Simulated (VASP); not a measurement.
# Cr (Im-3m) in VASP: settings compared, part 2 of 2

VASP 6.6.1. The steps go on from the part before.

### Step 4. Single point, r2SCAN

POSCAR

```
Cr
1.0
   -1.4145317838      1.4145317838      1.4145317838
    1.4145317838     -1.4145317838      1.4145317838
    1.4145317838      1.4145317838     -1.4145317838
Cr
1
Direct
    0.0000000000      0.0000000000      0.0000000000
```

INCAR.step1

```
SYSTEM = Cr
PREC = Accurate
ENCUT = 520
ISMEAR = 0
SIGMA = 0.05
LREAL = .False.
LASPH = .True.
NELM = 100
NBANDS = 12
GGA = PE
ALGO = Normal
EDIFF = 1E-4
LWAVE = .True.
LCHARG = .False.
```

INCAR.step2

```
SYSTEM = Cr
PREC = Accurate
ENCUT = 520
EDIFF = 1E-7
ISMEAR = 0
SIGMA = 0.05
LREAL = .False.
LASPH = .True.
NELM = 100
ALGO = Normal
ISIF = 2
LWAVE = .False.
LCHARG = .False.
METAGGA = R2SCAN
LMIXTAU = .True.
NBANDS = 12
ISTART = 1
```

KPOINTS

```
regular mesh
0
Gamma
  20 20 20
  0 0 0
```

Potentials or basis: VASP PAW PBE potentials, release 64 (Cr_pv).

The run is started by

```
$ cat potpaw_PBE.64/Cr_pv/POTCAR > POTCAR
$ cp INCAR.step1 INCAR
$ mpirun -np 1 vasp_std > vasp.out
$ cp INCAR.step2 INCAR
$ mpirun -np 1 vasp_std > vasp.out
```

OUTCAR:

```text
SYSTEM = Cr
   PREC = Accurate
   ENCUT = 520
   EDIFF = 1E-7
   ISMEAR = 0
   LREAL = .False.
   LASPH = .True.
   NELM = 100
   ISIF = 2
   METAGGA = R2SCAN
   ISTART = 1

 ion  position               nearest neighbor table
   1  0.000  0.000  0.000-

  LATTYP: Found a body centered cubic cell.
 ALAT       =     2.8290635676

  Lattice vectors:

 A1 = (  -1.4145317838,   1.4145317838,   1.4145317838)
 A2 = (   1.4145317838,  -1.4145317838,   1.4145317838)
[... 539 lines left out ...]
     12      30.2847      0.00000

 [... further k-points ...]

------------------------ aborting loop because EDIFF is reached ----------------------------------------

  FORCE on cell =-STRESS in cart. coord.  units (eV):
  Direction    XX          YY          ZZ          XY          YZ          ZX
  --------------------------------------------------------------------------------------
  -------------------------------------------------------------------------------------
  Total        0.0467664      0.0467664      0.0467664     -0.0000000      0.0000000      0.0000000
  in kB        6.6182956      6.6182956      6.6182956     -0.0000000      0.0000000      0.0000000
  external PRESSURE =       6.6182956 kB  Pullay stress =       0.0000000 kB

 VOLUME and BASIS-vectors are now :
 -----------------------------------------------------------------------------
  energy-cutoff  :      520.00
  volume of cell :       11.32
      direct lattice vectors                 reciprocal lattice vectors
    -1.414531784  1.414531784  1.414531784     0.000000000  0.353473853  0.353473853
     1.414531784 -1.414531784  1.414531784     0.353473853  0.000000000  0.353473853
     1.414531784  1.414531784 -1.414531784     0.353473853  0.353473853  0.000000000

 POSITION                                       TOTAL-FORCE (eV/Angst)
 -----------------------------------------------------------------------------------
      0.00000      0.00000      0.00000         0.000000     -0.000000     -0.000000
 -----------------------------------------------------------------------------------
    total drift:                                0.000000      0.000000      0.000000

  FREE ENERGIE OF THE ION-ELECTRON SYSTEM (eV)
  ---------------------------------------------------
  free  energy   TOTEN  =       -14.8078841374 eV

  energy  without entropy=      -14.8071001903  energy(sigma->0) =      -14.80749216
```

OUTCAR.step1:

```text
SYSTEM = Cr
   PREC = Accurate
   ENCUT = 520
   ISMEAR = 0
   LREAL = .False.
   LASPH = .True.
   NELM = 100
[... 576 lines left out ...]
 -----------------------------------------------------------------------------------
      0.00000      0.00000      0.00000        -0.000000     -0.000000      0.000000
 -----------------------------------------------------------------------------------
    total drift:                                0.000000      0.000000     -0.000000

  FREE ENERGIE OF THE ION-ELECTRON SYSTEM (eV)
  ---------------------------------------------------
  free  energy   TOTEN  =        -9.5143425727 eV

  energy  without entropy=       -9.5133341934  energy(sigma->0) =       -9.51383838
```

It took 81 s on 1 thread of Intel Xeon 6975P-C, shared host; peak memory 0.15 GiB.

What came out:

| Item | Value |
| --- | --- |
| Free energy | -14.8079 eV |
| Pressure | 0.7 GPa |
| Band gap on the k mesh | zero (band 6 reaches 13.77 eV, above the bottom of band 7 at 10.22 eV) |

Caveat: the PAW data sets were made with another functional, which shifts forces and pressure a little; the run has no spin polarisation, though such a crystal can be magnetic.

### Step 5. Single point, r2SCAN, collinear spin, ferromagnetic start

This run uses another cell than the first one, of 11.13 Å³/atom, 0.981 times its volume.

POSCAR

```
Cr
1.0
   -1.4063194939      1.4063194939      1.4063194939
    1.4063194939     -1.4063194939      1.4063194939
    1.4063194939      1.4063194939     -1.4063194939
Cr
1
Direct
    0.0000000000      0.0000000000      0.0000000000
```

INCAR.step1

```
SYSTEM = Cr
PREC = Accurate ; ENCUT = 520
ISMEAR = 0 ; SIGMA = 0.05
LREAL = .False. ; LASPH = .True.
NELM = 150 ; ISPIN = 2
MAGMOM = 0.05 ; LMAXMIX = 4
NBANDS = 16 ; GGA = PE
ALGO = Normal ; EDIFF = 1E-4
LWAVE = .True. ; LCHARG = .False.
```

INCAR.step2

```
SYSTEM = Cr
PREC = Accurate ; ENCUT = 520
EDIFF = 1E-6 ; ISMEAR = 0
SIGMA = 0.05 ; LREAL = .False.
LASPH = .True. ; NELM = 150
ALGO = Normal ; ISIF = 2
LWAVE = .False. ; LCHARG = .False.
ISPIN = 2 ; MAGMOM = 0.05
LORBIT = 11 ; LMAXMIX = 4
METAGGA = R2SCAN ; LMIXTAU = .True.
NBANDS = 16 ; ISTART = 1
```

KPOINTS is that of step 4.

Potentials or basis: VASP PAW PBE potentials, release 64 (Cr_pv).

The run is started by

```
$ cat potpaw_PBE.64/Cr_pv/POTCAR > POTCAR
$ cp INCAR.step1 INCAR
$ mpirun -np 1 vasp_std > vasp.out
$ cp INCAR.step2 INCAR
$ mpirun -np 1 vasp_std > vasp.out
```

OUTCAR:

```text
SYSTEM = Cr
   PREC = Accurate
   ENCUT = 520
   EDIFF = 1E-6
   ISMEAR = 0
   LREAL = .False.
   LASPH = .True.
   NELM = 150
   ISIF = 2
   ISPIN = 2
   LORBIT = 11
   METAGGA = R2SCAN
   ISTART = 1

 ion  position               nearest neighbor table
   1  0.000  0.000  0.000-

  LATTYP: Found a body centered cubic cell.
 ALAT       =     2.8126389878

  Lattice vectors:

 A1 = (  -1.4063194939,   1.4063194939,   1.4063194939)
 A2 = (   1.4063194939,  -1.4063194939,   1.4063194939)
 A3 = (   1.4063194939,   1.4063194939,  -1.4063194939)

Analysis of symmetry for initial positions (statically):
=====================================================================
 Subroutine PRICEL returns:
 Original cell was already a primitive cell.

 Routine SETGRP: Setting up the symmetry group for a
 body centered cubic supercell.

 Subroutine GETGRP returns: Found 48 space group operations
 (whereof 48 operations were pure point group operations)
 out of a pool of 48 trial point group operations.

The static configuration has the point symmetry O_h .

Analysis of symmetry for dynamics (positions and initial velocities):
=====================================================================
 Subroutine PRICEL returns:
 Original cell was already a primitive cell.

 Routine SETGRP: Setting up the symmetry group for a
 body centered cubic supercell.

 Subroutine GETGRP returns: Found 48 space group operations
 (whereof 48 operations were pure point group operations)
 out of a pool of 48 trial point group operations.

The dynamic configuration has the point symmetry O_h .

Analysis of structural, dynamic, and magnetic symmetry:
=====================================================================
 Subroutine PRICEL returns:
 Original cell was already a primitive cell.

 Routine SETGRP: Setting up the symmetry group for a
 body centered cubic supercell.

 Subroutine GETGRP returns: Found 48 space group operations
 (whereof 48 operations were pure point group operations)
[... 137 lines left out ...]

 number of electron      12.0000013 magnetization      -0.0000016

 number of electron      12.0000013 magnetization       0.0000003

 Free energy of the ion-electron system (eV)
  ---------------------------------------------------
  ext. energy  EPLUGINS =         0.00000000
  ---------------------------------------------------
  free energy    TOTEN  =       -14.80397921 eV

  energy without entropy =      -14.80325632  energy(sigma->0) =      -14.80361776

 E-fermi :  11.4896     XC(G=0): -15.2344

 val. band max:       11.4801217877   @ k =   0.1500   0.0500   0.0000
 cond. band min:      11.4904925160   @ k =  -0.1500   0.1500   0.1500
 fundamental gap:      0.0103707283
 Fermi energy:        11.4896396318

 spin component 1

 k-point     1 :       0.0000    0.0000    0.0000
  band No.  band energies     occupation
      1     -32.8150      1.00000
      2     -32.8150      1.00000
      3     -32.8150      1.00000
      4       2.9081      1.00000
      5      10.4514      1.00000
      6      10.4515      1.00000
[... 435 lines left out ...]
      5       9.2889      1.00000
      6       9.8676      1.00000
[... 8 lines left out ...]
     15      43.1368      0.00000
     16      44.5085      0.00000

 [... further k-points ...]

 spin component 2

 k-point     1 :       0.0000    0.0000    0.0000
  band No.  band energies     occupation
      1     -32.8150      1.00000
      2     -32.8150      1.00000
      3     -32.8150      1.00000
      4       2.9081      1.00000
      5      10.4514      1.00000
      6      10.4515      1.00000
[... 435 lines left out ...]
      5       9.2889      1.00000
      6       9.8676      1.00000
[... 8 lines left out ...]
     15      43.1368      0.00000
     16      44.5085      0.00000

 [... further k-points ...]

------------------------ aborting loop because EDIFF is reached ----------------------------------------

  FORCE on cell =-STRESS in cart. coord.  units (eV):
  Direction    XX          YY          ZZ          XY          YZ          ZX
  --------------------------------------------------------------------------------------
  -------------------------------------------------------------------------------------
  Total        0.3983466      0.3983466      0.3983466     -0.0000000      0.0000000      0.0000000
  in kB       57.3666854     57.3666854     57.3666854     -0.0000000      0.0000000      0.0000000
  external PRESSURE =      57.3666854 kB  Pullay stress =       0.0000000 kB

 VOLUME and BASIS-vectors are now :
 -----------------------------------------------------------------------------
  energy-cutoff  :      520.00
  volume of cell :       11.13
      direct lattice vectors                 reciprocal lattice vectors
    -1.406319494  1.406319494  1.406319494     0.000000000  0.355537986  0.355537986
     1.406319494 -1.406319494  1.406319494     0.355537986  0.000000000  0.355537986
     1.406319494  1.406319494 -1.406319494     0.355537986  0.355537986  0.000000000

 POSITION                                       TOTAL-FORCE (eV/Angst)
 -----------------------------------------------------------------------------------
      0.00000      0.00000      0.00000         0.000000     -0.000000     -0.000000
 -----------------------------------------------------------------------------------
    total drift:                                0.000000     -0.000000      0.000000

  FREE ENERGIE OF THE ION-ELECTRON SYSTEM (eV)
  ---------------------------------------------------
  free  energy   TOTEN  =       -14.8039792064 eV

  energy  without entropy=      -14.8032563227  energy(sigma->0) =      -14.80361776

 total charge

# of ion       s       p       d       tot
------------------------------------------
    1        0.695   6.449   4.216  11.360

 magnetization (x)

# of ion       s       p       d       tot
------------------------------------------
    1        0.000  -0.000   0.000   0.000
```

OSZICAR.step1:

```text
N       E                     dE             d eps       ncg     rms          rms(c)
DAV:   1     0.774355630605E+02    0.77436E+02   -0.61184E+03 16920   0.858E+02
DAV:   2    -0.970036082035E+01   -0.87136E+02   -0.82835E+02 17720   0.245E+02
DAV:   3    -0.111148727120E+02   -0.14145E+01   -0.14123E+01 18592   0.344E+01
DAV:   4    -0.111193950516E+02   -0.45223E-02   -0.45223E-02 19040   0.193E+00
DAV:   5    -0.111194256660E+02   -0.30614E-04   -0.30616E-04 18728   0.142E-01    0.135E+01
DAV:   6    -0.953558914542E+01    0.15838E+01   -0.18998E+00 16776   0.258E+01    0.182E+00
DAV:   7    -0.951597770214E+01    0.19611E-01   -0.26009E-02 17344   0.180E+00    0.103E+00
DAV:   8    -0.950529566853E+01    0.10682E-01   -0.24278E-03 19640   0.633E-01    0.139E-01
DAV:   9    -0.950533824828E+01   -0.42580E-04   -0.13636E-04 16400   0.128E-01
   1 F= -.95053382E+01 E0= -.95048691E+01  d E =-.938340E-03  mag=     0.0002
```

Wall time 3.2 min (1 thread of Intel Xeon 6975P-C, shared host); peak memory 0.18 GiB.

Results:

```
Free energy                                           : -14.8040 eV
Pressure                                              : 5.7 GPa
Band gap on the k mesh                                : zero (filled and empty bands overlap)
Net moment                                            : 0.00 μB per cell
Valence electrons inside the program's atomic spheres : Cr 11.36
```

Caveat: the PAW data sets were made with another functional, which shifts forces and pressure a little.

### Step 6. The runs side by side

```tsv
level	spin	cell	k mesh	gap on the mesh (eV)	pressure (GPa)	moment (μB)
PBE	collinear, ferromagnetic start	a = 2.451 Å, angles 109.5°, 1 atom	10 × 10 × 10	none	4.8	0.00
PBE	collinear, ferromagnetic start	a = 2.468 Å, angles 109.5°, 1 atom	10 × 10 × 10	none	-0.6	0.00
r2SCAN	off	a = 2.450 Å, angles 109.5°, 1 atom	20 × 20 × 20	none	0.7	-
r2SCAN	collinear, ferromagnetic start	a = 2.436 Å, angles 109.5°, 1 atom	20 × 20 × 20	none	5.7	0.00
```

Alike in all rows: task single point; potentials or basis VASP PAW PBE potentials, release 64 (Cr_pv); cutoff (eV) 520; smearing gaussian 0.05 eV.

Caveats: the PAW data sets were made with another functional, which shifts forces and pressure a little (some runs).

Total energies depend on the potentials used, so only differences within one code and one set of settings carry meaning.
